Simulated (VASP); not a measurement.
# Co: single point with PBE+D4

Co:

```
Co
1.0
     2.42013    0.00000    0.00000
    -1.21006    2.09589    0.00000
     0.00000    0.00000    7.92312
Co
4
Direct
  0.66667 0.33333 0.75000
  0.00000 0.00000 0.50000
  0.33333 0.66667 0.25000
  0.00000 0.00000 0.00000
```

```json
{
 "Program": "VASP 6.6.1",
 "Task": "single point",
 "Functional": "PBE",
 "Dispersion": "D4",
 "Potentials or basis": "VASP PAW PBE potentials, release 64 (Co_sv)",
 "Cutoff": "600 eV",
 "k mesh": "12 × 12 × 4",
 "Occupations": "fermi-dirac, width 0.05 eV",
 "Spin": "collinear spin, ferromagnetic start",
 "Starting moments": "[2.0, 2.0, 2.0, 2.0] μB",
 "Dipole correction": "no",
 "Further INCAR settings": "ALGO = Normal; EDIFF = 1e-06; NBANDS = 46"
}
```

```
Pressure                                              : 9.7 GPa
Net moment                                            : 6.26 μB per cell
Site moments                                          : Co +1.64, +1.61 (each value once) μB
Valence electrons inside the program's atomic spheres : Co 15.11, 15.12 (each value once)
Dispersion energy per atom                            : -0.460 eV
```

Stress tensor (GPa, compression positive):
```
11.04  0.00  0.00
 0.00 11.04  0.00
 0.00  0.00  7.03
```

Levels at points of the mesh, in eV from the Fermi level:
Spin up:
| k point | band 34 | band 35 | band 36 | band 37 | band 38 | band 39 | band 40 | band 41 |
| --- | --- | --- | --- | --- | --- | --- | --- | --- |
| (0.00, 0.00, 0.00) | -1.46 | -1.46 | -1.11 | -1.11 | -0.67 | -0.67 | -0.42 | 6.80 |
| (0.50, 0.00, 0.00) | -0.40 | -0.39 | -0.37 | 0.22 | 1.38 | 2.73 | 3.37 | 7.59 |
| (0.00, 0.00, 0.50) | -1.62 | -1.62 | -1.62 | -0.86 | -0.86 | -0.86 | -0.86 | 9.82 |
| (0.50, 0.00, 0.50) | -0.55 | -0.41 | -0.41 | 1.38 | 1.38 | 3.02 | 3.02 | 7.91 |
Spin down:
```tsv
k point	band 27	band 28	band 29	band 30	band 31	band 32	band 33	band 34
(0.00, 0.00, 0.00)	-1.29	-0.98	-0.98	-0.93	-0.93	-0.45	0.03	0.03
(0.50, 0.00, 0.00)	-0.94	-0.14	-0.11	0.47	1.28	1.31	1.31	1.35
(0.00, 0.00, 0.50)	-1.20	-1.20	-1.08	-1.08	-1.08	-1.08	0.23	0.23
(0.50, 0.00, 0.50)	-0.97	-0.97	-0.30	-0.30	0.87	0.87	1.30	1.30
```

Run time: 4.1 min on 1 thread of Intel(R) Xeon(R) Platinum 8124M CPU @ 3.00GHz (Skylake/Cascade Lake) (shared host), peak memory 0.3 GiB.

Caveat: the cell stands under pressure.
